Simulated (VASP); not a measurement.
# Si (P6/mmm) in VASP: further runs, part 2 of 2

VASP 6.6.1. Earlier steps stand in the parts before.

### 3 Single point, PBE

This run uses another cell than the first one, of 15.10 Å³/atom.

Contents of INCAR:

```
SYSTEM = Si
ALGO     = Normal         ! electronic algorithm
EDIFF    = 1E-6           ! SCF threshold, eV
ENCUT    = 520            ! plane-wave cutoff, eV
GGA      = PE             ! functional
ISIF     = 2              ! what is computed and relaxed
ISMEAR   = 0              ! smearing method
LASPH    = .TRUE.         ! aspherical terms in the spheres
LCHARG   = .FALSE.        ! write CHGCAR
LREAL    = .FALSE.        ! projectors in reciprocal space
LWAVE    = .FALSE.        ! write WAVECAR
NBANDS   = 8              ! bands
NELM     = 80             ! most SCF steps
PREC     = Accurate       ! precision mode
SIGMA    = 0.1            ! smearing width, eV
```

Contents of KPOINTS:

```
k-points
0
G
  24 24 22
  0 0 0
```

Contents of POSCAR:

```
Si
1.0
    2.6477274184      0.0000000000      0.0000000000
   -1.3238637092      2.2929992066      0.0000000000
    0.0000000000      0.0000000000      2.4873550404
Si
1
Direct
    0.0000000000      0.0000000000      0.0000000000
```

Potentials or basis: VASP PAW PBE potentials, release 64 (Si).

On the command line:

```
> cat potpaw_PBE.64/Si/POTCAR > POTCAR
> mpirun -np 1 vasp_std > vasp.out
```

OUTCAR:

```text
SYSTEM = Si
   EDIFF = 1E-6
   ENCUT = 520
   GGA = PE
   ISIF = 2
   ISMEAR = 0
   LASPH = .TRUE.
   LREAL = .FALSE.
   NELM = 80
   PREC = Accurate

 ion  position               nearest neighbor table
   1  0.000  0.000  0.000-

  LATTYP: Found a hexagonal cell.
 ALAT       =     2.6477274184
 C/A-ratio  =     0.9394301782

  Lattice vectors:

 A1 = (   2.6477274184,   0.0000000000,   0.0000000000)
 A2 = (  -1.3238637092,   2.2929992066,   0.0000000000)
 A3 = (   0.0000000000,   0.0000000000,   2.4873550404)

Analysis of symmetry for initial positions (statically):
=====================================================================
 Subroutine PRICEL returns:
 Original cell was already a primitive cell.

 Routine SETGRP: Setting up the symmetry group for a
 hexagonal supercell.

 Subroutine GETGRP returns: Found 24 space group operations
 (whereof 24 operations were pure point group operations)
 out of a pool of 24 trial point group operations.

The static configuration has the point symmetry D_6h.

Analysis of symmetry for dynamics (positions and initial velocities):
=====================================================================
 Subroutine PRICEL returns:
 Original cell was already a primitive cell.

 Routine SETGRP: Setting up the symmetry group for a
 hexagonal supercell.

 Subroutine GETGRP returns: Found 24 space group operations
 (whereof 24 operations were pure point group operations)
 out of a pool of 24 trial point group operations.

The dynamic configuration has the point symmetry D_6h.

 Subroutine INISYM returns: Found 24 space group operations
 (whereof 24 operations are pure point group operations),
 and found     1 'primitive' translations

----------------------------------------------------------------------------------------

                                     Primitive cell

  volume of cell :      15.1013

  direct lattice vectors                    reciprocal lattice vectors
     2.647727418  0.000000000  0.000000000     0.377682383  0.218055025  0.000000000
    -1.323863709  2.292999207  0.000000000     0.000000000  0.436110051  0.000000000
     0.000000000  0.000000000  2.487355040     0.000000000  0.000000000  0.402033479

  length of vectors
     2.647727418  2.647727418  2.487355040     0.436110051  0.436110051  0.402033479

  position of ions in fractional coordinates (direct lattice)
     0.000000000  0.000000000  0.000000000

  ion indices of the primitive-cell ions
   primitive index   ion index
                 1           1

----------------------------------------------------------------------------------------

 KPOINTS: k-points

Automatic generation of k-mesh.
 Grid dimensions read from file:
 generate k-points for:   24   24   22

 Generating k-lattice:

  Cartesian coordinates                     Fractional coordinates (reciprocal lattice)
     0.015736766  0.009085626  0.000000000     0.041666667  0.000000000  0.000000000
     0.000000000  0.018171252  0.000000000     0.000000000  0.041666667  0.000000000
     0.000000000  0.000000000  0.018274249     0.000000000  0.000000000  0.045454545

  Length of vectors
     0.018171252  0.018171252  0.018274249

  Shift w.r.t. Gamma in fractional coordinates (k-lattice)
     0.000000000  0.000000000  0.000000000

 Subroutine IBZKPT returns following result:
 ===========================================

 Found    732 irreducible k-points:

 Following reciprocal coordinates:
            Coordinates               Weight
  0.000000  0.000000  0.000000      1.000000
  0.041667 -0.000000  0.000000      6.000000
  0.083333 -0.000000  0.000000      6.000000
  0.125000  0.000000  0.000000      6.000000
  0.166667  0.000000  0.000000      6.000000
  0.208333  0.000000  0.000000      6.000000
[... 16 lines left out ...]
  0.416667  0.041667  0.000000     12.000000
  0.458333  0.041667  0.000000     12.000000
 [... further k-points ...]
   k-points           NKPTS =    732   k-points in BZ     NKDIM =    732   number of bands    NBANDS=      8
   number of dos      NEDOS =    301   number of ions     NIONS =      1
   total plane-waves  NPLWV =   7200
   dimension x,y,z NGX =    20 NGY =   20 NGZ =   18
   dimension x,y,z NGXF=    40 NGYF=   40 NGZF=   36
   ions per type =               1
   NGX,Y,Z   is equivalent  to a cutoff of  12.56, 12.56, 12.03 a.u.
   NGXF,Y,Z  is equivalent  to a cutoff of  25.12, 25.12, 24.06 a.u.
 SYSTEM =  Si
   PREC   = accura    normal or accurate (medium, high low for compatibility)
   ISTART =      0    job   : 0-new  1-cont  2-samecut
   ICHARG =      2    charge: 1-file 2-atom 10-const
   ISPIN  =      1    spin polarized calculation?
   LNONCOLLINEAR =      F non collinear calculations
   LSORBIT =      F    spin-orbit coupling
   LASPH  =      T    aspherical Exc in radial PAW
   ENCUT  =  520.0 eV  38.22 Ry    6.18 a.u.   4.92  4.92  4.62*2*pi/ulx,y,z
   NELM   =     80;   NELMIN=  2; NELMDL= -5     # of ELM steps
   EDIFF  = 0.1E-05   stopping-criterion for ELM
   LREAL  =      F    real-space projection
   EDIFFG = 0.1E-04   stopping-criterion for IOM
   NSW    =      0    number of steps for IOM
   IBRION =     -1    ionic relax: 0-MD 1-quasi-New 2-CG
   NFREE  =      0    steps in history (QN), initial steepest desc. (CG)
   ISIF   =      2    stress and relaxation
   ISYM   =      2    0-nonsym 1-usesym 2-fastsym
   POTIM  = 0.5000    time-step for ionic-motion
   TEBEG  =    0.0;   TEEND  =   0.0 temperature during run
   PSTRESS=    0.0 pullay stress
   NELECT =       4.0000    total number of electrons
   NUPDOWN=      -1.0000    fix difference up-down
   EMIN   =  10.00;   EMAX   =-10.00  energy-range for DOS
   EFERMI =   0.00;   METHOD = LEGACY
   ISMEAR =     0;   SIGMA  =   0.10  broadening in eV -4-tet -1-fermi 0-gaus
   EFERMI_NEDOS =   21; number of points for ismear=-14 and -15
   IALGO  =     38    algorithm
   IMIX   =      4    mixing-type and parameters
     AMIX     =   0.40;   BMIX     =  1.00
     AMIX_MAG =   1.60;   BMIX_MAG =  1.00
  volume/ion in A,a.u.               =      15.10       101.91
  Fermi-wavevector in a.u.,A,eV,Ry     =   1.051372  1.986805 15.039657  1.105384
  Thomas-Fermi vector in A             =   2.186413
   LORBIT       =      0    0 simple, 1 ext, 2 COOP (PROOUT), +10 PAW based schemes
   GGA     = PE    functional components
   LHFCALC =     F    Hartree Fock is set to
   AEXX    =    0.0000 exact exchange contribution
   IVDW    =     0    specifies the selected vdW correction
   LEPSILON=     F    determine dielectric tensor
   LRPA    =     F    only Hartree local field effects (RPA)
 non-spin polarized calculation
 Gauss-broadening in eV      SIGMA  =   0.10
  energy-cutoff  :      520.00
  volume of cell :       15.10
 maximum number of plane-waves:       427
 NGX is ok and might be reduce to    20
   NGX =  9   NGY =  9   NGZ =  9

 number of electron       3.9999999 magnetization

 Free energy of the ion-electron system (eV)
  ---------------------------------------------------
  ext. energy  EPLUGINS =         0.00000000
  ---------------------------------------------------
  free energy    TOTEN  =        -5.11689274 eV

  energy without entropy =       -5.11499529  energy(sigma->0) =       -5.11594402

 E-fermi :   9.3438     XC(G=0): -10.9514

 val. band max:        9.3365511048   @ k =   0.4167   0.1667   0.0000
 cond. band min:       9.3470841866   @ k =   0.2917   0.2083   0.2273
 fundamental gap:      0.0105330818
 Fermi energy:         9.3437711195

 k-point     1 :       0.0000    0.0000    0.0000
  band No.  band energies     occupation
      1      -4.5617      2.00000
      2      16.8170      0.00000
      3      17.1813      0.00000
      4      19.3501      0.00000
      5      19.3501      0.00000
      6      21.4679      0.00000
      7      21.4679      0.00000
      8      26.7612      0.00000

 k-point     2 :       0.0417   -0.0000    0.0000
  band No.  band energies     occupation
      1      -4.5140      2.00000
      2      16.6188      0.00000
      3      17.2213      0.00000
      4      18.9909      0.00000
      5      19.0284      0.00000
      6      21.4612      0.00000
      7      21.9102      0.00000
      8      27.2958      0.00000
[... 221 lines left out ...]
 k-point    23 :       0.4167    0.0417    0.0000
  band No.  band energies     occupation
      1       0.6230      2.00000
      2       4.0678      2.00000
      3      13.4950      0.00000
      4      16.8228      0.00000
      5      21.3216      0.00000
      6      25.1215      0.00000
      7      25.2423      0.00000
      8      28.9306      0.00000

 k-point    24 :       0.4583    0.0417    0.0000
  band No.  band energies     occupation
      1       1.5354      2.00000
      2       2.9870      2.00000
      3      13.4121      0.00000
      4      16.7557      0.00000
      5      21.8106      0.00000
      6      24.4926      0.00000
      7      25.8874      0.00000
      8      28.1889      0.00000

 [... further k-points ...]
[... 5 lines left out ...]
  --------------------------------------------------------------------------------------
  -------------------------------------------------------------------------------------
  Total       -0.0035082     -0.0035082     -0.0042121      0.0000000     -0.0000000     -0.0000000
  in kB       -0.3722077     -0.3722077     -0.4468860      0.0000000     -0.0000000     -0.0000000
  external PRESSURE =      -0.3971004 kB  Pullay stress =       0.0000000 kB

 VOLUME and BASIS-vectors are now :
 -----------------------------------------------------------------------------
  energy-cutoff  :      520.00
  volume of cell :       15.10
      direct lattice vectors                 reciprocal lattice vectors
     2.647727418  0.000000000  0.000000000     0.377682383  0.218055025  0.000000000
    -1.323863709  2.292999207  0.000000000     0.000000000  0.436110051  0.000000000
     0.000000000  0.000000000  2.487355040     0.000000000  0.000000000  0.402033479

 POSITION                                       TOTAL-FORCE (eV/Angst)
 -----------------------------------------------------------------------------------
      0.00000      0.00000      0.00000        -0.000000      0.000000      0.000000
 -----------------------------------------------------------------------------------
    total drift:                                0.000000      0.000000      0.000000

  FREE ENERGIE OF THE ION-ELECTRON SYSTEM (eV)
  ---------------------------------------------------
  free  energy   TOTEN  =        -5.1168927436 eV

  energy  without entropy=       -5.1149952908  energy(sigma->0) =       -5.11594402
```

It took 36 s on 1 thread of Intel Xeon Platinum 8559C (Emerald Rapids), shared host; peak memory 0.17 GiB.

Results:

| Quantity | Value |
| --- | --- |
| Free energy | -5.1169 eV |
| Pressure | 0.0 GPa |
| Band gap on the k mesh | zero (bands 2 and 3 overlap by 11.94 eV) |

### 4 Relaxation of cell and atoms, PBE

This run uses another cell than the first one, of 15.25 Å³/atom.

Contents of INCAR:

```
ALGO = Normal
EDIFF = 1E-6
EDIFFG = -0.01
ENCUT = 600
GGA = PE
IBRION = 2
ISIF = 3
ISMEAR = 0
LASPH = True
LCHARG = False
LREAL = False
LWAVE = False
NELM = 100
NSW = 100
PREC = Accurate
SIGMA = 0.1
```

Contents of KPOINTS:

```
k-points
0
Gamma
  24 24 22
```

Contents of POSCAR:

```
Si
1.0
    2.6401985138      0.0000000000      0.0000000000
   -1.3200992569      2.2864789840      0.0000000000
    0.0000000000      0.0000000000      2.5257300715
Si
1
Direct
    0.0000000000      0.0000000000      0.0000000000
```

Potentials or basis: VASP PAW PBE potentials, release 64 (Si).

On the command line:

```
> cat potpaw_PBE.64/Si/POTCAR > POTCAR
> mpirun -np 1 vasp_std > vasp.out
```

OUTCAR:

```text
EDIFF = 1E-6
   EDIFFG = -0.01
   ENCUT = 600
   GGA = PE
   IBRION = 2
   ISIF = 3
   ISMEAR = 0
   LASPH = True
   LREAL = False
   NELM = 100
   NSW = 100
   PREC = Accurate

 ion  position               nearest neighbor table
   1  0.000  0.000  0.000-

  LATTYP: Found a hexagonal cell.
 ALAT       =     2.6401985138
 C/A-ratio  =     0.9566440017

  Lattice vectors:

 A1 = (   2.6401985138,   0.0000000000,   0.0000000000)
 A2 = (  -1.3200992569,   2.2864789840,   0.0000000000)
 A3 = (   0.0000000000,   0.0000000000,   2.5257300715)

Analysis of symmetry for initial positions (statically):
=====================================================================
 Subroutine PRICEL returns:
 Original cell was already a primitive cell.

 Routine SETGRP: Setting up the symmetry group for a
 hexagonal supercell.

 Subroutine GETGRP returns: Found 24 space group operations
 (whereof 24 operations were pure point group operations)
 out of a pool of 24 trial point group operations.

The static configuration has the point symmetry D_6h.

Analysis of symmetry for dynamics (positions and initial velocities):
=====================================================================
 Subroutine PRICEL returns:
 Original cell was already a primitive cell.

 Routine SETGRP: Setting up the symmetry group for a
 hexagonal supercell.

 Subroutine GETGRP returns: Found 24 space group operations
 (whereof 24 operations were pure point group operations)
 out of a pool of 24 trial point group operations.

The dynamic configuration has the point symmetry D_6h.

 Subroutine INISYM returns: Found 24 space group operations
 (whereof 24 operations are pure point group operations),
 and found     1 'primitive' translations

----------------------------------------------------------------------------------------

                                     Primitive cell
[... 114 lines left out ...]
   GGA     = PE    functional components
   LHFCALC =     F    Hartree Fock is set to
   AEXX    =    0.0000 exact exchange contribution
   IVDW    =     0    specifies the selected vdW correction
   LEPSILON=     F    determine dielectric tensor
   LRPA    =     F    only Hartree local field effects (RPA)
 conjugate gradient relaxation of ions
 non-spin polarized calculation
 Gauss-broadening in eV      SIGMA  =   0.10
  energy-cutoff  :      600.00
  volume of cell :       15.25
 maximum number of plane-waves:       520
 NGX is ok and might be reduce to    24
   NGX = 11   NGY = 11   NGZ = 11

--------------------------------------- Ionic step        1  -------------------------------------------

 number of electron       4.0000000 magnetization

 Free energy of the ion-electron system (eV)
  ---------------------------------------------------
  ext. energy  EPLUGINS =         0.00000000
  ---------------------------------------------------
  free energy    TOTEN  =        -5.11397410 eV

  energy without entropy =       -5.11240148  energy(sigma->0) =       -5.11318779

------------------------ aborting loop because EDIFF is reached ----------------------------------------

  FORCE on cell =-STRESS in cart. coord.  units (eV):
  Direction    XX          YY          ZZ          XY          YZ          ZX
  --------------------------------------------------------------------------------------
  -------------------------------------------------------------------------------------
  Total        0.0259273      0.0259273     -0.3817491     -0.0000000      0.0000000      0.0000000
  in kB        2.7244429      2.7244429    -40.1141808     -0.0000000      0.0000000      0.0000000
  external PRESSURE =     -11.5550983 kB  Pullay stress =       0.0000000 kB
[... 127 lines left out ...]
--------------------------------------- Ionic step        5  -------------------------------------------

 number of electron       4.0000000 magnetization

 Free energy of the ion-electron system (eV)
  ---------------------------------------------------
  ext. energy  EPLUGINS =         0.00000000
  ---------------------------------------------------
  free energy    TOTEN  =        -5.11695779 eV

  energy without entropy =       -5.11506046  energy(sigma->0) =       -5.11600912

 E-fermi :   9.3479     XC(G=0): -10.9526

 val. band max:        9.3408654790   @ k =   0.4167   0.1667   0.0000
 cond. band min:       9.3510578495   @ k =   0.2917   0.2083   0.2273
 fundamental gap:      0.0101923706
 Fermi energy:         9.3478814669

 k-point     1 :       0.0000    0.0000    0.0000
  band No.  band energies     occupation
      1      -4.5604      2.00000
      2      16.8208      0.00000
      3      17.1858      0.00000
      4      19.3586      0.00000
      5      19.3586      0.00000
      6      21.4739      0.00000
[... 199 lines left out ...]
 k-point    24 :       0.4583    0.0417    0.0000
  band No.  band energies     occupation
      1       1.5387      2.00000
      2       2.9895      2.00000
      3      13.4176      0.00000
      4      16.7612      0.00000
      5      21.8175      0.00000
      6      24.4972      0.00000

 [... further k-points ...]
[... 5 lines left out ...]
  --------------------------------------------------------------------------------------
  -------------------------------------------------------------------------------------
  Total        0.0003849      0.0003849     -0.0018209      0.0000000     -0.0000000      0.0000000
  in kB        0.0408438      0.0408438     -0.1932514      0.0000000     -0.0000000      0.0000000
  external PRESSURE =      -0.0371879 kB  Pullay stress =       0.0000000 kB
[... 16 lines left out ...]
  FREE ENERGIE OF THE ION-ELECTRON SYSTEM (eV)
  ---------------------------------------------------
  free  energy   TOTEN  =        -5.1169577867 eV

  energy  without entropy=       -5.1150604620  energy(sigma->0) =       -5.11600912

 reached required accuracy - stopping structural energy minimisation
```

OSZICAR:

```text
N       E                     dE             d eps       ncg     rms          rms(c)
DAV:   1    -0.857739259308E+00   -0.85774E+00   -0.19273E+03  9228   0.573E+02
DAV:   2    -0.507174982614E+01   -0.42140E+01   -0.39536E+01 11952   0.457E+01
DAV:   3    -0.511926712998E+01   -0.47517E-01   -0.47260E-01 11022   0.512E+00
DAV:   4    -0.511937965975E+01   -0.11253E-03   -0.11253E-03 12522   0.254E-01
[... 24 lines left out ...]
   4 F= -.51169538E+01 E0= -.51160007E+01  d E =-.695774E-04
       N       E                     dE             d eps       ncg     rms          rms(c)
DAV:   1    -0.511696063469E+01   -0.67462E-05   -0.17115E-04 10200   0.739E-02    0.979E-03
DAV:   2    -0.511695869899E+01    0.19357E-05   -0.44391E-06  9756   0.165E-02    0.659E-03
DAV:   3    -0.511695778666E+01    0.91233E-06   -0.22025E-06  7806   0.826E-03
   5 F= -.51169578E+01 E0= -.51160091E+01  d E =-.736081E-04
```

CONTCAR:

```text
Si
   1.00000000000000
     2.6473958832419249   -0.0000000000000000    0.0000000000000000
    -1.3236979416209624    2.2927120887772543   -0.0000000000000000
     0.0000000000000000    0.0000000000000000    2.4871869750919569
  Si
     1
Direct
     0.0000000000000000    1.0000000000000000    1.0000000000000000

  0.00000000E+00  0.00000000E+00  0.00000000E+00
```

Wall time 65 s (1 thread of Intel Xeon Platinum 8559C (Emerald Rapids), shared host); peak memory 0.19 GiB.

Results:

| Property | Result |
| --- | --- |
| Free energy | -5.1170 eV |
| Relaxed volume | 15.10 Å³/atom |
| Relaxed cell | a = 2.647 Å, b = 2.647 Å, c = 2.487 Å, α = 90.00°, β = 90.00°, γ = 120.00° |
| Space group after relaxing (to 0.1 Å) | P6/mmm (No. 191) |
| Energy gained by relaxing | 3.0 meV/atom |
| Ionic steps | 5 |
| Pressure after relaxing | 0.0 GPa |
| Band gap on the k mesh | zero (bands 2 and 3 overlap by 11.94 eV) |

Step by step:
```csv
step,energy change (eV),largest force (eV/Å),pressure (GPa),volume (Å³)
1,0.0000,0.0000,-1.16,15.25
2,-0.0028,0.0000,0.67,15.00
3,-0.0029,0.0000,0.34,15.05
4,-0.0030,0.0000,-0.08,15.11
5,-0.0030,0.0000,0.00,15.10
```

Final structure:
```
Si
1.0
     2.64740    0.00000    0.00000
    -1.32370    2.29271    0.00000
     0.00000    0.00000    2.48719
Si
1
Direct
  0.00000 0.00000 0.00000
```

### 5 Overview

```tsv
task	cell	k mesh	cutoff (eV)	gap on the mesh (eV)	pressure (GPa)	relaxed volume (Å³/atom)
relaxation of cell and atoms	relaxed from a = 2.620, b = 2.620, c = 2.527 Å, angles 90.0, 90.0, 120.0°, 1 atom	6 × 6 × 6	600	none	-0.1	15.27
single point	a = 2.648, b = 2.648, c = 2.487 Å, angles 90.0, 90.0, 120.0°, 1 atom	24 × 24 × 22	520	none	0.0	-
relaxation of cell and atoms	relaxed from a = 2.640, b = 2.640, c = 2.526 Å, angles 90.0, 90.0, 120.0°, 1 atom	24 × 24 × 22	600	none	0.0	15.10
```

Alike in all rows: level PBE; potentials or basis VASP PAW PBE potentials, release 64 (Si); no spin polarisation; smearing gaussian 0.1 eV.

Caveats: some runs use coarse meshes.

Total energies depend on the potentials used, so only differences within one code and one set of settings carry meaning.
